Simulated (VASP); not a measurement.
A run of VASP 6.6.1 is set up as follows.

The input INCAR:

```
SYSTEM = PdPt2
  PREC = Accurate
  ENCUT = 500
  EDIFF = 1E-7
  ISMEAR = 0
  SIGMA = 0.1
  LREAL = .False.
  LASPH = .True.
  NELM = 120
  ALGO = Normal
  ISIF = 3
  LWAVE = .False.
  LCHARG = .False.
  GGA = PE
  IBRION = 2
  NSW = 90
  EDIFFG = -0.04
  GGA_COMPAT = .False.
  NELMIN = 4
```

KPOINTS

```
Automatic mesh
0
Gamma
  6 6 4
  0 0 0
```

Contents of POSCAR:

```
PdPt2
1.0
    3.5053399800      0.0000000000      0.0000000000
   -1.7526699900      3.0357134700      0.0000000000
    0.0000000000      0.0000000000      4.5921063800
Pd Pt
1 2
Direct
    0.0000000000      0.0000000000      0.0000000000
    0.3333333300      0.6666666700      0.0000000000
    0.6666666700      0.3333333300      0.0000000000
```

Potentials or basis: VASP PAW PBE potentials, release 64 (Pd, Pt).

The run is started by

```sh
$ cat potpaw_PBE.64/Pd/POTCAR potpaw_PBE.64/Pt/POTCAR > POTCAR
$ mpirun -np 1 vasp_std > vasp.out
```

**Question.** Estimate the band gap on the k mesh.

**Answer.** Zero (bands 15 and 16 overlap by 2.33 eV).

**Question.** What does it give for the space group after relaxing (to 0.1 Å)?

**Answer.** P6/mmm (No. 191).

Stress tensor (GPa, compression positive):
```
 0.39  0.00  0.00
 0.00  0.39  0.00
 0.00  0.00 -0.32
```

Caveat: a cell axis changed by over 15 % at a fixed basis, so the end point is rough; spin-orbit coupling is left out, which moves the levels of the heavy elements.
